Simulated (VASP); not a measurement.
# Ir (P-3m1) in VASP: further runs

Ir is run at these levels: PBEsol; tasks: single point.

Program: VASP 6.6.1. These are calculated values, not measurements. Logs are shortened: lines on timing, memory, paths and dates and some standing lists are left out, and cuts for length are marked.

## Step 1: The cell of the first run

It takes space group P-3m1 (No. 164, trigonal). The conventional cell has a = 2.715 Å, b = 2.715 Å, c = 14.300 Å, α = 90.00°, β = 90.00°, γ = 120.00°. Within 3.6 Å of Ir (site symmetry 3m) lie 12 Ir at 2.71 to 3.58 Å. Ir (site symmetry 3m) has 12 Ir at 2.71 Å within 3.6 Å. Within 3.6 Å of Ir (site symmetry 3m) lie 12 Ir at 2.71 Å.

## Step 2: Single point, PBEsol

Input file INCAR:

```
  ALGO = Fast
  EDIFF = 1E-7
  ENCUT = 520
  GGA = PS
  ISIF = 2
  ISMEAR = 0
  LASPH = True
  LCHARG = True
  LELF = True
  LREAL = False
  LVHAR = True
  LWAVE = False
  NBANDS = 36
  NELM = 100
  PREC = Accurate
  SIGMA = 0.15
```

Input file KPOINTS:

```
k-points
0
Gamma
  20 20 4
```

Input file POSCAR:

```
Ir
1.0
    1.9197000000     -1.9197000000      0.0000000000
    1.9197000000      0.0000000000     -1.9197000000
    8.2561502692      8.2561502692      8.2561502692
Ir
6
Direct
    0.6666666667      0.6666666667      0.0774903556
    0.0000000000      0.0000000000      0.8525489230
    0.3333333333      0.3333333333      0.2325020691
    0.6666666667      0.6666666667      0.5425254960
    0.0000000000      0.0000000000      0.3875137825
    0.3333333333      0.3333333333      0.6975372095
```

Potentials or basis: VASP PAW PBE potentials, release 64 (Ir).

Started as:

```console
$ cat potpaw_PBE.64/Ir/POTCAR > POTCAR
$ mpirun -np 1 vasp_std > vasp.out
```

OUTCAR:

```text
EDIFF = 1E-7
   ENCUT = 520
   GGA = PS
   ISIF = 2
   ISMEAR = 0
   LASPH = True
   LREAL = False
   NELM = 100
   PREC = Accurate

 ion  position               nearest neighbor table
   1  0.667  0.667  0.077-   3 2.71   3 2.71   3 2.71
   2  0.000  0.000  0.853-   6 2.71   6 2.71   6 2.71
   3  0.333  0.333  0.233-   5 2.71   5 2.71   5 2.71   1 2.71   1 2.71   1 2.71
   4  0.667  0.667  0.543-   6 2.71   6 2.71   5 2.71   5 2.71   5 2.71   6 2.71
   5  0.000  0.000  0.388-   3 2.71   3 2.71   3 2.71   4 2.71   4 2.71   4 2.71
   6  0.333  0.333  0.698-   4 2.71   4 2.71   2 2.71   2 2.71   2 2.71   4 2.71

  LATTYP: Found a hexagonal cell.
 ALAT       =     2.7148657757
 C/A-ratio  =     5.2673218209

  Lattice vectors:

 A1 = (  -1.9197000000,   0.0000000000,   1.9197000000)
 A2 = (   1.9197000000,  -1.9197000000,  -0.0000000000)
 A3 = (   8.2561502692,   8.2561502692,   8.2561502692)

Analysis of symmetry for initial positions (statically):
=====================================================================
 Subroutine PRICEL returns:
 Original cell was already a primitive cell.

 Routine SETGRP: Setting up the symmetry group for a
 hexagonal supercell.

 Subroutine GETGRP returns: Found 12 space group operations
 (whereof  6 operations were pure point group operations)
 out of a pool of 24 trial point group operations.

The static configuration has the point symmetry C_3v.
 The point group associated with its full space group is D_3d.

Analysis of symmetry for dynamics (positions and initial velocities):
=====================================================================
 Subroutine PRICEL returns:
 Original cell was already a primitive cell.

 Routine SETGRP: Setting up the symmetry group for a
 hexagonal supercell.

 Subroutine GETGRP returns: Found 12 space group operations
 (whereof  6 operations were pure point group operations)
 out of a pool of 24 trial point group operations.

The dynamic configuration has the point symmetry C_3v.
 The point group associated with its full space group is D_3d.

 Subroutine INISYM returns: Found 12 space group operations
 (whereof  6 operations are pure point group operations),
 and found     1 'primitive' translations

----------------------------------------------------------------------------------------

                                     Primitive cell

  volume of cell :      91.2779

  direct lattice vectors                    reciprocal lattice vectors
     1.919700000 -1.919700000  0.000000000     0.173638242 -0.347276484  0.173638242
     1.919700000  0.000000000 -1.919700000     0.173638242  0.173638242 -0.347276484
     8.256150269  8.256150269  8.256150269     0.040373942  0.040373942  0.040373942

  length of vectors
     2.714865776  2.714865776 14.300071741     0.425325093  0.425325093  0.069929719

  position of ions in fractional coordinates (direct lattice)
     0.666666667  0.666666667  0.077490356
     0.000000000  0.000000000  0.852548923
     0.333333333  0.333333333  0.232502069
     0.666666667  0.666666667  0.542525496
     0.000000000  0.000000000  0.387513783
     0.333333333  0.333333333  0.697537209

  ion indices of the primitive-cell ions
   primitive index   ion index
                 1           1
                 2           2
                 3           3
                 4           4
                 5           5
                 6           6

----------------------------------------------------------------------------------------

 KPOINTS: k-points

Automatic generation of k-mesh.
 Grid dimensions read from file:
 generate k-points for:   20   20    4

 Generating k-lattice:

  Cartesian coordinates                     Fractional coordinates (reciprocal lattice)
     0.008681912 -0.017363824  0.008681912     0.050000000  0.000000000  0.000000000
     0.008681912  0.008681912 -0.017363824     0.000000000  0.050000000  0.000000000
     0.010093486  0.010093486  0.010093486     0.000000000  0.000000000  0.250000000

  Length of vectors
     0.021266255  0.021266255  0.017482430

  Shift w.r.t. Gamma in fractional coordinates (k-lattice)
     0.000000000  0.000000000  0.000000000

 Subroutine IBZKPT returns following result:
 ===========================================

 Found    165 irreducible k-points:

 Following reciprocal coordinates:
            Coordinates               Weight
  0.000000  0.000000  0.000000      1.000000
  0.050000  0.000000  0.000000      6.000000
  0.100000  0.000000  0.000000      6.000000
  0.150000  0.000000  0.000000      6.000000
  0.200000  0.000000  0.000000      6.000000
  0.250000  0.000000  0.000000      6.000000
[... 16 lines left out ...]
  0.300000  0.100000  0.000000     12.000000
  0.350000  0.100000  0.000000     12.000000
 [... further k-points ...]
   k-points           NKPTS =    165   k-points in BZ     NKDIM =    165   number of bands    NBANDS=     36
   number of dos      NEDOS =    301   number of ions     NIONS =      6
   total plane-waves  NPLWV =  43200
   dimension x,y,z NGX =    20 NGY =   20 NGZ =  108
   dimension x,y,z NGXF=    40 NGYF=   40 NGZF=  216
   ions per type =               6
   NGX,Y,Z   is equivalent  to a cutoff of  12.25, 12.25, 12.56 a.u.
   NGXF,Y,Z  is equivalent  to a cutoff of  24.49, 24.49, 25.11 a.u.
 SYSTEM =  unknown system
   PREC   = accura    normal or accurate (medium, high low for compatibility)
   ISTART =      0    job   : 0-new  1-cont  2-samecut
   ICHARG =      2    charge: 1-file 2-atom 10-const
   ISPIN  =      1    spin polarized calculation?
   LNONCOLLINEAR =      F non collinear calculations
   LSORBIT =      F    spin-orbit coupling
   LASPH  =      T    aspherical Exc in radial PAW
   ENCUT  =  520.0 eV  38.22 Ry    6.18 a.u.   5.05  5.05 26.59*2*pi/ulx,y,z
   NELM   =    100;   NELMIN=  2; NELMDL= -5     # of ELM steps
   EDIFF  = 0.1E-06   stopping-criterion for ELM
   LREAL  =      F    real-space projection
   EDIFFG = 0.1E-05   stopping-criterion for IOM
   NSW    =      0    number of steps for IOM
   IBRION =     -1    ionic relax: 0-MD 1-quasi-New 2-CG
   NFREE  =      0    steps in history (QN), initial steepest desc. (CG)
   ISIF   =      2    stress and relaxation
   ISYM   =      2    0-nonsym 1-usesym 2-fastsym
   POTIM  = 0.5000    time-step for ionic-motion
   TEBEG  =    0.0;   TEEND  =   0.0 temperature during run
   PSTRESS=    0.0 pullay stress
   NELECT =      54.0000    total number of electrons
   NUPDOWN=      -1.0000    fix difference up-down
   EMIN   =  10.00;   EMAX   =-10.00  energy-range for DOS
   EFERMI =   0.00;   METHOD = LEGACY
   ISMEAR =     0;   SIGMA  =   0.15  broadening in eV -4-tet -1-fermi 0-gaus
   EFERMI_NEDOS =   21; number of points for ismear=-14 and -15
   IALGO  =     68    algorithm
   IMIX   =      4    mixing-type and parameters
     AMIX     =   0.40;   BMIX     =  1.00
     AMIX_MAG =   1.60;   BMIX_MAG =  1.00
  volume/ion in A,a.u.               =      15.21       102.66
  Fermi-wavevector in a.u.,A,eV,Ry     =   1.374308  2.597066 25.697647  1.888724
  Thomas-Fermi vector in A             =   2.499747
   LORBIT       =      0    0 simple, 1 ext, 2 COOP (PROOUT), +10 PAW based schemes
   GGA     = PS    functional components
   LHFCALC =     F    Hartree Fock is set to
   AEXX    =    0.0000 exact exchange contribution
   IVDW    =     0    specifies the selected vdW correction
   LEPSILON=     F    determine dielectric tensor
   LRPA    =     F    only Hartree local field effects (RPA)
 non-spin polarized calculation
 RMM-DIIS sequential band-by-band and
 Gauss-broadening in eV      SIGMA  =   0.15
  energy-cutoff  :      520.00
  volume of cell :       91.28
 maximum number of plane-waves:      2486
   NGX = 11   NGY = 11   NGZ = 53

 number of electron      54.0000001 magnetization

 Free energy of the ion-electron system (eV)
  ---------------------------------------------------
  ext. energy  EPLUGINS =         0.00000000
  ---------------------------------------------------
  free energy    TOTEN  =       -57.51377668 eV

  energy without entropy =      -57.43934096  energy(sigma->0) =      -57.47655882

 E-fermi :   9.0384     XC(G=0): -13.5923

 val. band max:        9.0374099842   @ k =   0.3500   0.0000   0.2500
 cond. band min:       9.0398815091   @ k =  -0.3500   0.3000   0.2500
 fundamental gap:      0.0024715249
 Fermi energy:         9.0384131489

 k-point     1 :       0.0000    0.0000    0.0000
  band No.  band energies     occupation
      1      -1.8543      2.00000
      2      -1.0043      2.00000
      3      -0.1425      2.00000
      4       0.8262      2.00000
      5       1.0844      2.00000
      6       1.2427      2.00000
[... 28 lines left out ...]
     35       9.8729      0.00000
     36       9.8729      0.00000

 k-point     2 :       0.0500    0.0000    0.0000
  band No.  band energies     occupation
      1      -1.7560      2.00000
      2      -0.9091      2.00000
      3      -0.0473      2.00000
      4       0.9232      2.00000
      5       1.1831      2.00000
      6       1.3397      2.00000
[... 28 lines left out ...]
     35       9.8715      0.00000
     36      10.3528      0.00000

 k-point     3 :       0.1000    0.0000    0.0000
  band No.  band energies     occupation
      1      -1.4682      2.00000
      2      -0.6327      2.00000
      3       0.2269      2.00000
      4       1.2010      2.00000
      5       1.4674      2.00000
      6       1.6177      2.00000
[... 28 lines left out ...]
     35       9.8737      0.00000
     36      11.2772      0.00000
[... 742 lines left out ...]
 k-point    23 :       0.3000    0.1000    0.0000
  band No.  band energies     occupation
      1       0.4532      2.00000
      2       1.0532      2.00000
      3       1.7347      2.00000
      4       2.4949      2.00000
      5       2.9563      2.00000
      6       3.0406      2.00000
[... 28 lines left out ...]
     35      11.4095      0.00000
     36      14.2381      0.00000

 k-point    24 :       0.3500    0.1000    0.0000
  band No.  band energies     occupation
      1       1.0204      2.00000
      2       1.4719      2.00000
      3       1.9313      2.00000
      4       2.4094      2.00000
      5       2.7864      2.00000
      6       2.9259      2.00000
[... 28 lines left out ...]
     35      11.9062      0.00000
     36      14.5190      0.00000

 [... further k-points ...]
[... 5 lines left out ...]
  --------------------------------------------------------------------------------------
  -------------------------------------------------------------------------------------
  Total       -5.4296696     -5.4296696     -5.4296696     -1.0557533     -1.0557533     -1.0557533
  in kB      -95.3055979    -95.3055979    -95.3055979    -18.5313676    -18.5313676    -18.5313676
  external PRESSURE =     -95.3055979 kB  Pullay stress =       0.0000000 kB

 VOLUME and BASIS-vectors are now :
 -----------------------------------------------------------------------------
  energy-cutoff  :      520.00
  volume of cell :       91.28
      direct lattice vectors                 reciprocal lattice vectors
     1.919700000 -1.919700000  0.000000000     0.173638242 -0.347276484  0.173638242
     1.919700000  0.000000000 -1.919700000     0.173638242  0.173638242 -0.347276484
     8.256150269  8.256150269  8.256150269     0.040373942  0.040373942  0.040373942

 POSITION                                       TOTAL-FORCE (eV/Angst)
 -----------------------------------------------------------------------------------
      3.19937     -0.64003     -0.64003        -0.267249     -0.267249     -0.267249
      7.03877      7.03877      7.03877         0.267249      0.267249      0.267249
      3.19937      1.27967      1.27967        -0.310793     -0.310793     -0.310793
      7.03877      3.19937      3.19937         0.092020      0.092020      0.092020
      3.19937      3.19937      3.19937        -0.092020     -0.092020     -0.092020
      7.03877      5.11907      5.11907         0.310793      0.310793      0.310793
 -----------------------------------------------------------------------------------
    total drift:                               -0.000002     -0.000002     -0.000002

  FREE ENERGIE OF THE ION-ELECTRON SYSTEM (eV)
  ---------------------------------------------------
  free  energy   TOTEN  =       -57.5137766762 eV

  energy  without entropy=      -57.4393409637  energy(sigma->0) =      -57.47655882
```

It took 21 min on 1 thread of AMD EPYC 7R13, shared host; peak memory 0.45 GiB.

What came out:

| Property | Result |
| --- | --- |
| Free energy | -57.5138 eV |
| Pressure | -9.5 GPa |
| Largest force | 0.538 eV/Å |
| Band gap on the k mesh | zero (band 27 reaches 10.17 eV, above the bottom of band 28 at 7.72 eV) |

Forces on the atoms (eV/Å):
```
Ir  -0.267 -0.267 -0.267
Ir   0.267  0.267  0.267
Ir  -0.311 -0.311 -0.311
Ir   0.092  0.092  0.092
Ir  -0.092 -0.092 -0.092
Ir   0.311  0.311  0.311
```

Stress tensor (GPa, compression positive):
```
-9.53 -1.85 -1.85
-1.85 -9.53 -1.85
-1.85 -1.85 -9.53
```

Levels at points of the mesh, in eV from the Fermi level:
| k point | band 22 | band 23 | band 24 | band 25 | band 26 | band 27 | band 28 | band 29 | band 30 | band 31 |
| --- | --- | --- | --- | --- | --- | --- | --- | --- | --- | --- |
| (0.00, 0.00, 0.00) | -2.99 | -2.99 | -1.21 | -1.21 | -1.20 | -1.20 | -0.92 | -0.87 | -0.87 | -0.20 |
| (0.50, 0.00, 0.00) | 0.01 | 0.30 | 0.78 | 0.95 | 1.01 | 1.13 | 1.20 | 1.34 | 1.58 | 1.61 |
| (0.00, 0.00, 0.50) | -3.00 | -1.89 | -1.85 | -1.21 | -1.21 | -1.19 | -1.19 | -0.86 | -0.86 | -0.26 |
| (0.50, 0.00, 0.50) | 0.09 | 0.20 | 0.71 | 0.95 | 1.01 | 1.13 | 1.17 | 1.33 | 1.59 | 1.60 |

Caveat: the PAW data sets were made with another functional, which shifts forces and pressure a little; spin-orbit coupling is left out, which moves the levels of the heavy elements.

[end of part 1 of 2]
